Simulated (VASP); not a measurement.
# Zn3Se2S (P3m1) in VASP: notebook

Zn3Se2S is run at these levels: PBE; tasks: single point.

Everything below comes from runs of VASP 6.6.1. Logs are shortened: lines on timing, memory, paths and dates and some standing lists are left out, and cuts for length are marked.

### 1 The cell of the first run

The structure is trigonal, space group P3m1 (No. 156). The conventional cell has a = 4.064 Å, b = 4.064 Å, c = 9.959 Å, α = 90.00°, β = 90.00°, γ = 120.00°. Within 3.2 Å of Zn (site symmetry 3m) lie 1 S at 2.40 Å and 3 Se at 2.51 Å. Zn (site symmetry 3m) has 4 Se at 2.50 to 2.53 Å within 3.3 Å. Zn (site symmetry 3m) has 3 S at 2.46 Å and 1 Se at 2.53 Å within 3.2 Å. Se (site symmetry 3m) has 4 Zn at 2.51 to 2.53 Å within 3.3 Å. Within 3.3 Å of Se (site symmetry 3m) lie 4 Zn at 2.50 to 2.53 Å. Within 3.2 Å of S (site symmetry 3m) lie 4 Zn at 2.40 to 2.46 Å.

### 2 Single point, PBE (volume scaled by 1.06, then relaxed in part)

INCAR

```
PREC = Accurate ; ENCUT = 520
EDIFF = 1E-6 ; ISMEAR = 0
SIGMA = 0.02 ; LREAL = F
LASPH = T ; NELM = 60
ALGO = Normal ; ISIF = 2
LWAVE = F ; LCHARG = F
GGA = PE ; NBANDS = 36
```

KPOINTS

```
regular mesh
0
Gamma
  12 12 4
```

POSCAR

```
Zn3Se2S
1.0
    4.0637728591      0.0000000295      0.0000000000
   -2.0318864551      3.5193305165      0.0000000000
    0.0000000000      0.0000000000      9.9590407979
Zn Se S
3 2 1
Direct
    0.0000000000      0.0000000000      0.9907905100
    0.6666666667      0.3333333333      0.3331620183
    0.3333333333      0.6666666667      0.6756053404
    0.6666666667      0.3333333333      0.0795133105
    0.3333333333      0.6666666667      0.4212434658
    0.0000000000      0.0000000000      0.7496843550
```

Potentials or basis: VASP PAW PBE potentials, release 64 (Zn, Se, S).

The run is started by

```console
$ cat potpaw_PBE.64/Zn/POTCAR potpaw_PBE.64/Se/POTCAR potpaw_PBE.64/S/POTCAR > POTCAR
$ mpirun -np 1 vasp_std > vasp.out
```

OUTCAR:

```text
PREC = Accurate
   ENCUT = 520
   EDIFF = 1E-6
   ISMEAR = 0
   LREAL = F
   LASPH = T
   NELM = 60
   ISIF = 2
   GGA = PE

 ion  position               nearest neighbor table
   1  0.000  0.000  0.991-   6 2.40   4 2.51   4 2.51   4 2.51
   2  0.667  0.333  0.333-   5 2.50   5 2.50   5 2.50   4 2.53
   3  0.333  0.667  0.676-   6 2.46   6 2.46   6 2.46   5 2.53
   4  0.667  0.333  0.080-   1 2.51   1 2.51   1 2.51   2 2.53
   5  0.333  0.667  0.421-   2 2.50   2 2.50   2 2.50   3 2.53
   6  0.000  0.000  0.750-   1 2.40   3 2.46   3 2.46   3 2.46

  LATTYP: Found a hexagonal cell.
 ALAT       =     4.0637728591
 C/A-ratio  =     2.4506883488

  Lattice vectors:

 A1 = (   4.0637728591,   0.0000000295,   0.0000000000)
 A2 = (  -2.0318864551,   3.5193305165,   0.0000000000)
 A3 = (   0.0000000000,   0.0000000000,   9.9590407979)

Analysis of symmetry for initial positions (statically):
=====================================================================
 Subroutine PRICEL returns:
 Original cell was already a primitive cell.

 Routine SETGRP: Setting up the symmetry group for a
 hexagonal supercell.

 Subroutine GETGRP returns: Found  6 space group operations
 (whereof  6 operations were pure point group operations)
 out of a pool of 24 trial point group operations.

The static configuration has the point symmetry C_3v.

Analysis of symmetry for dynamics (positions and initial velocities):
=====================================================================
 Subroutine PRICEL returns:
 Original cell was already a primitive cell.

 Routine SETGRP: Setting up the symmetry group for a
 hexagonal supercell.

 Subroutine GETGRP returns: Found  6 space group operations
 (whereof  6 operations were pure point group operations)
 out of a pool of 24 trial point group operations.

The dynamic configuration has the point symmetry C_3v.

 Subroutine INISYM returns: Found  6 space group operations
 (whereof  6 operations are pure point group operations),
 and found     1 'primitive' translations

----------------------------------------------------------------------------------------

                                     Primitive cell

  volume of cell :     142.4318

  direct lattice vectors                    reciprocal lattice vectors
     4.063772859  0.000000029  0.000000000     0.246076745  0.142072477  0.000000000
    -2.031886455  3.519330517  0.000000000    -0.000000002  0.284144951  0.000000000
     0.000000000  0.000000000  9.959040798     0.000000000  0.000000000  0.100411277

  length of vectors
     4.063772859  4.063772859  9.959040798     0.284144951  0.284144951  0.100411277

  position of ions in fractional coordinates (direct lattice)
     0.000000000  0.000000000  0.990790510
     0.666666667  0.333333333  0.333162018
     0.333333333  0.666666667  0.675605340
     0.666666667  0.333333333  0.079513310
     0.333333333  0.666666667  0.421243466
     0.000000000  0.000000000  0.749684355

  ion indices of the primitive-cell ions
   primitive index   ion index
                 1           1
                 2           2
                 3           3
                 4           4
                 5           5
                 6           6

----------------------------------------------------------------------------------------

 KPOINTS: regular mesh

Automatic generation of k-mesh.
 Grid dimensions read from file:
 generate k-points for:   12   12    4

 Generating k-lattice:

  Cartesian coordinates                     Fractional coordinates (reciprocal lattice)
     0.020506395  0.011839373  0.000000000     0.083333333 -0.000000000  0.000000000
    -0.000000000  0.023678746  0.000000000     0.000000000  0.083333333  0.000000000
     0.000000000  0.000000000  0.025102819     0.000000000  0.000000000  0.250000000

  Length of vectors
     0.023678746  0.023678746  0.025102819

  Shift w.r.t. Gamma in fractional coordinates (k-lattice)
     0.000000000  0.000000000  0.000000000

 Subroutine IBZKPT returns following result:
 ===========================================

 Found     69 irreducible k-points:

 Following reciprocal coordinates:
            Coordinates               Weight
  0.000000  0.000000  0.000000      1.000000
  0.083333  0.000000  0.000000      6.000000
  0.166667  0.000000  0.000000      6.000000
  0.250000 -0.000000  0.000000      6.000000
  0.333333 -0.000000  0.000000      6.000000
  0.416667  0.000000  0.000000      6.000000
[... 16 lines left out ...]
  0.166667  0.000000  0.250000      6.000000
  0.000000  0.166667  0.250000      6.000000
 [... further k-points ...]
   k-points           NKPTS =     69   k-points in BZ     NKDIM =     69   number of bands    NBANDS=     36
   number of dos      NEDOS =    301   number of ions     NIONS =      6
   total plane-waves  NPLWV =  72000
   dimension x,y,z NGX =    30 NGY =   30 NGZ =   80
   dimension x,y,z NGXF=    60 NGYF=   60 NGZF=  160
   ions per type =               3   2   1
   NGX,Y,Z   is equivalent  to a cutoff of  12.27, 12.27, 13.35 a.u.
   NGXF,Y,Z  is equivalent  to a cutoff of  24.55, 24.55, 26.71 a.u.
 SYSTEM =  unknown system
   PREC   = accura    normal or accurate (medium, high low for compatibility)
   ISTART =      0    job   : 0-new  1-cont  2-samecut
   ICHARG =      2    charge: 1-file 2-atom 10-const
   ISPIN  =      1    spin polarized calculation?
   LNONCOLLINEAR =      F non collinear calculations
   LSORBIT =      F    spin-orbit coupling
   LASPH  =      T    aspherical Exc in radial PAW
   ENCUT  =  520.0 eV  38.22 Ry    6.18 a.u.   7.56  7.56 18.52*2*pi/ulx,y,z
   NELM   =     60;   NELMIN=  2; NELMDL= -5     # of ELM steps
   EDIFF  = 0.1E-05   stopping-criterion for ELM
   LREAL  =      F    real-space projection
[... 7 lines left out ...]
   TEBEG  =    0.0;   TEEND  =   0.0 temperature during run
   PSTRESS=    0.0 pullay stress
   NELECT =      54.0000    total number of electrons
   NUPDOWN=      -1.0000    fix difference up-down
   EMIN   =  10.00;   EMAX   =-10.00  energy-range for DOS
   EFERMI =   0.00;   METHOD = LEGACY
   ISMEAR =     0;   SIGMA  =   0.02  broadening in eV -4-tet -1-fermi 0-gaus
   EFERMI_NEDOS =   21; number of points for ismear=-14 and -15
   IALGO  =     38    algorithm
   IMIX   =      4    mixing-type and parameters
     AMIX     =   0.40;   BMIX     =  1.00
     AMIX_MAG =   1.60;   BMIX_MAG =  1.00
  volume/ion in A,a.u.               =      23.74       160.20
  Fermi-wavevector in a.u.,A,eV,Ry     =   1.184869  2.239078 19.101424  1.403915
  Thomas-Fermi vector in A             =   2.321075
   LORBIT       =      0    0 simple, 1 ext, 2 COOP (PROOUT), +10 PAW based schemes
   GGA     = PE    functional components
   LHFCALC =     F    Hartree Fock is set to
   AEXX    =    0.0000 exact exchange contribution
   IVDW    =     0    specifies the selected vdW correction
   LEPSILON=     F    determine dielectric tensor
   LRPA    =     F    only Hartree local field effects (RPA)
 non-spin polarized calculation
 Gauss-broadening in eV      SIGMA  =   0.02
  energy-cutoff  :      520.00
  volume of cell :      142.43
 maximum number of plane-waves:      3866
   NGX = 15   NGY = 15   NGZ = 37

 number of electron      54.0000048 magnetization

 Free energy of the ion-electron system (eV)
  ---------------------------------------------------
  ext. energy  EPLUGINS =         0.00000000
  ---------------------------------------------------
  free energy    TOTEN  =       -18.77874550 eV

  energy without entropy =      -18.77874550  energy(sigma->0) =      -18.77874550

 E-fermi :   1.2383     XC(G=0):  -9.0193

 val. band max:        1.1429891361   @ k =   0.0000   0.0000   0.0000
 cond. band min:       2.1876764449   @ k =   0.0000   0.0000   0.0000
 fundamental gap:      1.0446873088
 Fermi energy:         1.2382858648

 k-point     1 :       0.0000    0.0000    0.0000
  band No.  band energies     occupation
      1     -11.6472      2.00000
      2     -11.1821      2.00000
      3     -11.1189      2.00000
      4      -5.2207      2.00000
      5      -5.2207      2.00000
      6      -5.1838      2.00000
[... 28 lines left out ...]
     35       7.5883      0.00000
     36       7.7696      0.00000

 k-point     2 :       0.0833    0.0000    0.0000
  band No.  band energies     occupation
      1     -11.6112      2.00000
      2     -11.1560      2.00000
      3     -11.0954      2.00000
      4      -5.2180      2.00000
      5      -5.2125      2.00000
      6      -5.1780      2.00000
[... 28 lines left out ...]
     35       7.5416      0.00000
     36       7.6941      0.00000

 k-point     3 :       0.1667    0.0000    0.0000
  band No.  band energies     occupation
      1     -11.5085      2.00000
      2     -11.0838      2.00000
      3     -11.0304      2.00000
      4      -5.2078      2.00000
      5      -5.1905      2.00000
      6      -5.1612      2.00000
[... 28 lines left out ...]
     35       7.5107      0.00000
     36       7.9362      0.00000
[... 742 lines left out ...]
 k-point    23 :       0.1667    0.0000    0.2500
  band No.  band energies     occupation
      1     -11.4730      2.00000
      2     -11.2155      2.00000
      3     -10.9328      2.00000
      4      -5.2069      2.00000
      5      -5.1906      2.00000
      6      -5.1636      2.00000
[... 28 lines left out ...]
     35       7.5365      0.00000
     36       8.1906      0.00000

 k-point    24 :       0.0000    0.1667    0.2500
  band No.  band energies     occupation
      1     -11.4700      2.00000
      2     -11.2224      2.00000
      3     -10.9288      2.00000
      4      -5.2106      2.00000
      5      -5.1882      2.00000
      6      -5.1605      2.00000
[... 28 lines left out ...]
     35       7.7432      0.00000
     36       7.9302      0.00000

 [... further k-points ...]

------------------------ aborting loop because EDIFF is reached ----------------------------------------

  FORCE on cell =-STRESS in cart. coord.  units (eV):
  Direction    XX          YY          ZZ          XY          YZ          ZX
  --------------------------------------------------------------------------------------
  -------------------------------------------------------------------------------------
  Total       -2.6084581     -2.6084581     -2.6351781      0.0000000     -0.0000000      0.0000000
  in kB      -29.3418474    -29.3418474    -29.6424140      0.0000000     -0.0000000      0.0000000
  external PRESSURE =     -29.4420363 kB  Pullay stress =       0.0000000 kB

 VOLUME and BASIS-vectors are now :
 -----------------------------------------------------------------------------
  energy-cutoff  :      520.00
  volume of cell :      142.43
      direct lattice vectors                 reciprocal lattice vectors
     4.063772859  0.000000029  0.000000000     0.246076745  0.142072477  0.000000000
    -2.031886455  3.519330517  0.000000000    -0.000000002  0.284144951  0.000000000
     0.000000000  0.000000000  9.959040798     0.000000000  0.000000000  0.100411277

 POSITION                                       TOTAL-FORCE (eV/Angst)
 -----------------------------------------------------------------------------------
      0.00000      0.00000      9.86732         0.000000      0.000000     -0.010345
      2.03189      1.17311      3.31797        -0.000000      0.000000     -0.000426
     -0.00000      2.34622      6.72838         0.000000     -0.000000     -0.002675
      2.03189      1.17311      0.79188        -0.000000      0.000000      0.000643
     -0.00000      2.34622      4.19518        -0.000000      0.000000      0.006619
      0.00000      0.00000      7.46614         0.000000      0.000000      0.006183
 -----------------------------------------------------------------------------------
    total drift:                                0.000002     -0.000000     -0.003110

  FREE ENERGIE OF THE ION-ELECTRON SYSTEM (eV)
  ---------------------------------------------------
  free  energy   TOTEN  =       -18.7787455016 eV

  energy  without entropy=      -18.7787455016  energy(sigma->0) =      -18.77874550
```

It took 3.2 min on 1 thread of Intel Xeon 6975P-C (Granite Rapids), shared host; peak memory 0.45 GiB.

What came out:

| Quantity | Value |
| --- | --- |
| Free energy | -18.7787 eV |
| Pressure | -2.9 GPa |
| Largest force | 0.010 eV/Å |
| Band gap on the k mesh | 1.04 eV, direct |

Forces on the atoms (eV/Å):
```
Zn   0.000  0.000 -0.010
Zn   0.000  0.000  0.000
Zn   0.000  0.000 -0.003
Se   0.000  0.000  0.001
Se   0.000  0.000  0.007
S    0.000  0.000  0.006
```

### 3 Single point, PBE (volume scaled by 0.97, then relaxed in part)

INCAR

```
  PREC = Accurate
  ENCUT = 520
  EDIFF = 1E-7
  ISMEAR = 0
  SIGMA = 0.02
  LREAL = F
  LASPH = T
  NELM = 80
  ALGO = Normal
  ISIF = 2
  LWAVE = F
  LCHARG = T
  GGA = PE
  LELF = T
  LVHAR = T
  NBANDS = 36
```

KPOINTS is that of step 2.

POSCAR

```
Zn3Se2S
1.0
    3.9448692870      0.0000000286      0.0000000000
   -1.9724346683      3.4163570029      0.0000000000
    0.0000000000      0.0000000000      9.6711249972
Zn Se S
3 2 1
Direct
    0.0000000000      0.0000000000      0.9902290314
    0.6666666667      0.3333333333      0.3330798659
    0.3333333333      0.6666666667      0.6761628199
    0.6666666667      0.3333333333      0.0797736114
    0.3333333333      0.6666666667      0.4219452897
    0.0000000000      0.0000000000      0.7488083817
```

Potentials or basis: VASP PAW PBE potentials, release 64 (Zn, Se, S).

The run is started by

```console
$ cat potpaw_PBE.64/Zn/POTCAR potpaw_PBE.64/Se/POTCAR potpaw_PBE.64/S/POTCAR > POTCAR
$ mpirun -np 1 vasp_std > vasp.out
```

It took 11 min on 1 thread of Oxide Virtual Turin-like, shared host; peak memory 0.4 GiB.

The run converged. Its results:

```
Free energy            : -18.8221 eV
Pressure               : 2.2 GPa
Largest force          : 0.012 eV/Å
Band gap on the k mesh : 1.37 eV, direct
```

Forces in eV/Å, atoms in the order of the input:
```
Zn   0.000  0.000 -0.005
Zn   0.000  0.000 -0.006
Zn   0.000  0.000  0.012
Se   0.000  0.000  0.006
Se   0.000  0.000  0.002
S    0.000  0.000 -0.009
```

Levels at points of the mesh, in eV from the valence-band top:
```tsv
k point	band 25	band 26	band 27	band 28	band 29	band 30
(0.00, 0.00, 0.00)	-0.17	0.00	0.00	1.37	2.67	2.99
(0.50, 0.00, 0.00)	-1.93	-1.47	-1.17	2.96	3.46	3.69
(0.00, 0.00, 0.50)	-0.40	-0.12	-0.12	2.34	2.75	2.84
(0.50, 0.00, 0.50)	-1.81	-1.00	-0.92	2.64	3.37	3.65
```

(Part 1 of 2 ends here.)
